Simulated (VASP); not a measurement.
Wanted: the native input for a VASP 6.6.1 run.

- Task: relaxation of cell and atoms
- Functional: PBE
- Potentials or basis: VASP PAW PBE potentials, release 64 (Be, S, Au)
- Cutoff: 600 eV
- k mesh: 6 × 6 × 4
- Occupations: gaussian, width 0.1 eV
- Spin: no spin polarisation
- Dipole correction: no
- Further INCAR settings: ALGO = Normal; EDIFF = 1e-06; IBRION = 2; EDIFFG = -0.04; NSW = 90; ISIF = 3

The structure of BeAu2S2 lies in POSCAR:

```
BeAu2S2
1.0
    3.7302849300      0.0000000000      0.0000000000
    0.0000000000      3.7302849300      0.0000000000
    0.0000000000      0.0000000000      7.3148933900
Be S Au
1 2 2
Direct
    0.0000000000      0.0000000000      0.5000000000
    0.0000000000      0.0000000000      0.7502646400
    0.0000000000      0.0000000000      0.2497353600
    0.5000000000      0.0000000000      0.0000000000
    0.0000000000      0.5000000000      0.0000000000
```

The cell was built from a structure type or drawn by symmetry, and may not be a known phase.

These files were run (other wordings do the same):

INCAR

```
PREC = Accurate ; ENCUT = 600
EDIFF = 1E-6 ; ISMEAR = 0
SIGMA = 0.1 ; LREAL = False
LASPH = True ; NELM = 80
ALGO = Normal ; ISIF = 3
LWAVE = False ; LCHARG = False
GGA = PE ; IBRION = 2
NSW = 90 ; EDIFFG = -0.04
```

KPOINTS

```
regular mesh
0
Gamma
  6 6 4
```

Potentials or basis: VASP PAW PBE potentials, release 64 (Be, S, Au).

Launch:

```console
$ cat potpaw_PBE.64/Be/POTCAR potpaw_PBE.64/S/POTCAR potpaw_PBE.64/Au/POTCAR > POTCAR
$ mpirun -np 1 vasp_std > vasp.out
```

Results of the run:

```yaml
Relaxed_volume: 25.11 Å³/atom
Relaxed_cell: a = 4.213 Å, b = 4.213 Å, c = 7.075 Å, α = 90.00°, β = 90.00°, γ = 90.00°
Space_group_after_relaxing_to_0.1_Å: P4/mmm (No. 123)
Energy_gained_by_relaxing: 209.2 meV/atom
Ionic_steps: 10
Pressure_after_relaxing: -0.1 GPa
Largest_force_after_relaxing: 0.009 eV/Å
Band_gap_on_the_k_mesh: zero (filled and empty bands touch)
```

Caveat: the volume moved by over 15 % at a fixed basis, so the end points are rough; spin-orbit coupling is left out, which moves the levels of the heavy elements.

Run time: 3.3 min on 1 thread of Intel(R) Xeon(R) 6975P-C (Granite Rapids) (shared host), peak memory 0.29 GiB.
